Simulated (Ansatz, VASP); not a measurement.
Two plane-wave programs on Au

Contents of INCAR:

```
SYSTEM = Au
PREC = Accurate
ENCUT = 520
EDIFF = 1E-6
ISMEAR = -1
SIGMA = 0.1
LREAL = .False.
LASPH = .True.
NELM = 60
ALGO = Normal
ISIF = 2
LWAVE = .False.
LCHARG = .True.
GGA = RP
LELF = .True.
LVHAR = .True.
NBANDS = 24
```

The input KPOINTS:

```
Automatic mesh
0
Gamma
  9 9 12
  0 0 0
```

The input POSCAR:

```
Au
1.0
    4.8497900561      0.0000000000      0.0000000000
   -2.4248950281      4.2000413916      0.0000000000
    0.0000000000      0.0000000000      2.8984732553
Au
3
Direct
    1.0000000000      1.0000000000      0.0000000000
    0.3333333333      0.6666666667      0.5000000000
    0.6666666667      0.3333333333      0.5000000000
```

Input for Ansatz:

```yaml
crystal:
  lattice:
    - [4.8497900561, 0.0, 0.0]
    - [-2.4248950281, 4.2000413916, 0.0]
    - [0.0, 0.0, 2.8984732553]
  atoms:
    - { symbol: Au, position: [1.0, 1.0, 0.0] }
    - { symbol: Au, position: [0.3333333333, 0.6666666667, 0.5] }
    - { symbol: Au, position: [0.6666666667, 0.3333333333, 0.5] }
hamiltonian:
  xc: rpbe
  pseudopotentials:
    kind: paw
    azcp:
      Au: "pseudopotentials/Au.paw.azcp"
basis:
  ecutwfc: 420
  fft_grid_basis: typed
kpoints:
  mp_grid: { grid: [9, 9, 12], shift: [0, 0, 0] }
magnetization:
  spin_polarized: false
scf:
  occupations: { method: fermi_dirac, width: 0.1 }
  lower_state_search: "off"
output:
  stress: true
```

Alike in both runs: task single point; functional RPBE; k mesh 9 × 9 × 12; occupations fermi-dirac, width 0.1 eV; no spin polarisation.

|  | VASP | Ansatz |
| --- | --- | --- |
| version | VASP 6.6.1 | Ansatz 0.2.0 |
| potentials or method | VASP PAW PBE potentials, release 64 (Au), cutoff 520 eV | plane waves (420 eV) with PAW, scalar-relativistic |
| valence electrons in the cell | 33 | 57 |

VASP gave:

| Quantity | Value |
| --- | --- |
| pressure (GPa) | -4.2 |
| traceless stress, the component that is largest in VASP (GPa) | -1.07 |

Which values does Ansatz return?

Pressure (GPa): -4.1; traceless stress, the component that is largest in VASP (GPa): -1.08.

VASP's potentials were made for PBE, not for RPBE. VASP's potentials hold 33 valence electrons a cell and Ansatz's 57, so a difference there can come from the potentials and not from the codes.

Spin-orbit coupling is off throughout.
